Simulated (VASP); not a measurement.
# CaO (R-3m) in VASP: further runs, part 2 of 2

VASP 6.6.1. The steps go on from the part before.

### 3 Single point, r2SCAN

This run uses another cell than the first one, of the same volume but with other edges.

File POSCAR:

```
CaO
1.0
   -0.5307329784      2.2144375994      2.2144375994
    2.2144375994     -0.5307329784      2.2144375994
    2.2144375994      2.2144375994     -0.5307329784
Ca O
1 1
Direct
    0.0000000000      0.0000000000      0.0000000000
    0.5000000000      0.5000000000      0.5000000000
```

File INCAR.step1:

```
SYSTEM = CaO
PREC = Accurate
ENCUT = 520
ISMEAR = 0
SIGMA = 0.05
LREAL = .FALSE.
LASPH = .TRUE.
NELM = 100
NBANDS = 15
GGA = PE
ALGO = Normal
EDIFF = 1E-4
LWAVE = .TRUE.
LCHARG = .FALSE.
```

File INCAR.step2:

```
SYSTEM = CaO
PREC = Accurate
ENCUT = 520
EDIFF = 1E-6
ISMEAR = 0
SIGMA = 0.05
LREAL = .FALSE.
LASPH = .TRUE.
NELM = 100
ALGO = Normal
ISIF = 2
LWAVE = .FALSE.
LCHARG = .TRUE.
METAGGA = R2SCAN
LMIXTAU = .TRUE.
LELF = .TRUE.
LVHAR = .TRUE.
NBANDS = 15
ISTART = 1
```

File KPOINTS:

```
regular mesh
0
G
  10 10 10
  0 0 0
```

Potentials or basis: VASP PAW PBE potentials, release 64 (Ca_sv, O).

The run is started by

```
$ cat potpaw_PBE.64/Ca_sv/POTCAR potpaw_PBE.64/O/POTCAR > POTCAR
$ cp INCAR.step1 INCAR
$ mpirun -np 1 vasp_std > vasp.out
$ cp INCAR.step2 INCAR
$ mpirun -np 1 vasp_std > vasp.out
```

OUTCAR:

```text
SYSTEM = CaO
   PREC = Accurate
   ENCUT = 520
   EDIFF = 1E-6
   ISMEAR = 0
   LREAL = .FALSE.
   LASPH = .TRUE.
   NELM = 100
   ISIF = 2
   METAGGA = R2SCAN
   ISTART = 1

 ion  position               nearest neighbor table
   1  0.000  0.000  0.000-   2 2.51   2 2.51   2 2.51   2 2.51   2 2.51   2 2.51
   2  0.500  0.500  0.500-   1 2.51   1 2.51   1 2.51   1 2.51   1 2.51   1 2.51

  LATTYP: Found a trigonal (rhomboedric) cell.
 ALAT       =     3.1763414895
 COS(alpha) =     0.2530624440

  Lattice vectors:

 A1 = (  -0.5307329784,   2.2144375994,   2.2144375994)
 A2 = (   2.2144375994,  -0.5307329784,   2.2144375994)
 A3 = (   2.2144375994,   2.2144375994,  -0.5307329784)

Analysis of symmetry for initial positions (statically):
=====================================================================
 Subroutine PRICEL returns:
 Original cell was already a primitive cell.

 Routine SETGRP: Setting up the symmetry group for a
 trigonal (rhombohedral) supercell.

 Subroutine GETGRP returns: Found 12 space group operations
 (whereof 12 operations were pure point group operations)
 out of a pool of 12 trial point group operations.

The static configuration has the point symmetry D_3d.

Analysis of symmetry for dynamics (positions and initial velocities):
=====================================================================
 Subroutine PRICEL returns:
 Original cell was already a primitive cell.

 Routine SETGRP: Setting up the symmetry group for a
 trigonal (rhombohedral) supercell.

 Subroutine GETGRP returns: Found 12 space group operations
 (whereof 12 operations were pure point group operations)
 out of a pool of 12 trial point group operations.

The dynamic configuration has the point symmetry D_3d.

 Subroutine INISYM returns: Found 12 space group operations
 (whereof 12 operations are pure point group operations),
 and found     1 'primitive' translations

----------------------------------------------------------------------------------------

[... 121 lines left out ...]
   LEPSILON=     F    determine dielectric tensor
   LRPA    =     F    only Hartree local field effects (RPA)
 non-spin polarized calculation
 Gauss-broadening in eV      SIGMA  =   0.05
  energy-cutoff  :      520.00
  volume of cell :       29.38
 maximum number of plane-waves:       803
   NGX = 11   NGY = 11   NGZ = 11

 number of electron      15.9999995 magnetization

 Free energy of the ion-electron system (eV)
  ---------------------------------------------------
  ext. energy  EPLUGINS =         0.00000000
  ---------------------------------------------------
  free energy    TOTEN  =       -18.76521475 eV

  energy without entropy =      -18.76521475  energy(sigma->0) =      -18.76521475

 E-fermi :   2.8569     XC(G=0): -10.8336

 val. band max:        2.4709661926   @ k =   0.0000   0.0000   0.0000
 cond. band min:       6.0367612354   @ k =   0.5000   0.5000   0.0000
 fundamental gap:      3.5657950428
 Fermi energy:         2.8569293606

 k-point     1 :       0.0000    0.0000    0.0000
  band No.  band energies     occupation
      1     -38.1074      2.00000
      2     -18.0067      2.00000
      3     -17.9413      2.00000
      4     -17.9413      2.00000
      5     -14.3945      2.00000
      6       1.9368      2.00000
      7       1.9368      2.00000
      8       2.4710      2.00000
      9       6.5282      0.00000
     10       6.8263      0.00000
     11       6.8263      0.00000
     12      10.3221      0.00000
     13      10.3221      0.00000
     14      10.7841      0.00000
[... 401 lines left out ...]
      2     -18.5716      2.00000
      3     -18.2070      2.00000
      4     -17.9440      2.00000
      5     -13.8973      2.00000
      6       0.2829      2.00000
      7       1.1274      2.00000
      8       2.0789      2.00000
      9       6.5760      0.00000
     10       9.0429      0.00000
     11       9.9820      0.00000
     12      10.3669      0.00000
     13      10.7950      0.00000
     14      12.6552      0.00000
     15      17.0601      0.00000

 [... further k-points ...]

------------------------ aborting loop because EDIFF is reached ----------------------------------------

  FORCE on cell =-STRESS in cart. coord.  units (eV):
  Direction    XX          YY          ZZ          XY          YZ          ZX
  --------------------------------------------------------------------------------------
  -------------------------------------------------------------------------------------
  Total       -1.7181204     -1.7181204     -1.7181204      1.2956539      1.2956539      1.2956539
  in kB      -93.7060938    -93.7060938    -93.7060938     70.6648171     70.6648171     70.6648171
  external PRESSURE =     -93.7060938 kB  Pullay stress =       0.0000000 kB

 VOLUME and BASIS-vectors are now :
 -----------------------------------------------------------------------------
  energy-cutoff  :      520.00
  volume of cell :       29.38
      direct lattice vectors                 reciprocal lattice vectors
    -0.530732978  2.214437599  2.214437599    -0.157339907  0.206936182  0.206936182
     2.214437599 -0.530732978  2.214437599     0.206936182 -0.157339907  0.206936182
     2.214437599  2.214437599 -0.530732978     0.206936182  0.206936182 -0.157339907

 POSITION                                       TOTAL-FORCE (eV/Angst)
 -----------------------------------------------------------------------------------
      0.00000      0.00000      0.00000        -0.000000     -0.000000     -0.000000
      1.94907      1.94907      1.94907         0.000000      0.000000      0.000000
 -----------------------------------------------------------------------------------
    total drift:                               -0.000000     -0.000000      0.000000

  FREE ENERGIE OF THE ION-ELECTRON SYSTEM (eV)
  ---------------------------------------------------
  free  energy   TOTEN  =       -18.7652147493 eV

  energy  without entropy=      -18.7652147493  energy(sigma->0) =      -18.76521475
```

OUTCAR.step1:

```text
SYSTEM = CaO
   PREC = Accurate
   ENCUT = 520
   ISMEAR = 0
   LREAL = .FALSE.
   LASPH = .TRUE.
[... 654 lines left out ...]
      0.00000      0.00000      0.00000        -0.000000      0.000000     -0.000000
      1.94907      1.94907      1.94907         0.000000     -0.000000      0.000000
 -----------------------------------------------------------------------------------
    total drift:                               -0.000000     -0.000000      0.000000

  FREE ENERGIE OF THE ION-ELECTRON SYSTEM (eV)
  ---------------------------------------------------
  free  energy   TOTEN  =       -12.1588073817 eV

  energy  without entropy=      -12.1588073817  energy(sigma->0) =      -12.15880738
```

OSZICAR.step1:

```text
N       E                     dE             d eps       ncg     rms          rms(c)
DAV:   1     0.125066947890E+03    0.12507E+03   -0.83043E+03  3480   0.108E+03
DAV:   2    -0.850471105717E+01   -0.13357E+03   -0.12488E+03  4384   0.290E+02
DAV:   3    -0.137141741232E+02   -0.52095E+01   -0.51760E+01  4112   0.589E+01
DAV:   4    -0.138523045291E+02   -0.13813E+00   -0.13805E+00  5038   0.846E+00
DAV:   5    -0.138532955660E+02   -0.99104E-03   -0.99100E-03  4126   0.665E-01    0.848E+00
DAV:   6    -0.122728453284E+02    0.15805E+01   -0.50706E+00  3942   0.213E+01    0.385E+00
DAV:   7    -0.121717480540E+02    0.10110E+00   -0.42837E-01  3847   0.646E+00    0.181E+00
DAV:   8    -0.121590914793E+02    0.12657E-01   -0.88251E-02  4292   0.318E+00    0.391E-01
DAV:   9    -0.121582022527E+02    0.88923E-03   -0.52715E-03  3686   0.652E-01    0.119E-01
DAV:  10    -0.121588729247E+02   -0.67067E-03   -0.10432E-03  4300   0.337E-01    0.857E-02
DAV:  11    -0.121588073817E+02    0.65543E-04   -0.74211E-05  3113   0.123E-01
   1 F= -.12158807E+02 E0= -.12158807E+02  d E =-.317919E-22
```

It took 44 s on 1 thread of Intel Xeon 6975P-C (Granite Rapids), shared host; peak memory 0.18 GiB.

What came out:

* Free energy: -18.7652 eV
* Pressure: -9.4 GPa
* Band gap on the k mesh: 3.57 eV (least direct gap 3.84 eV)

Stress tensor (GPa, compression positive):
```
-9.37  7.07  7.07
 7.07 -9.37  7.07
 7.07  7.07 -9.37
```

Caveat: the cell stands under tension; the PAW data sets were made with another functional, which shifts forces and pressure a little.
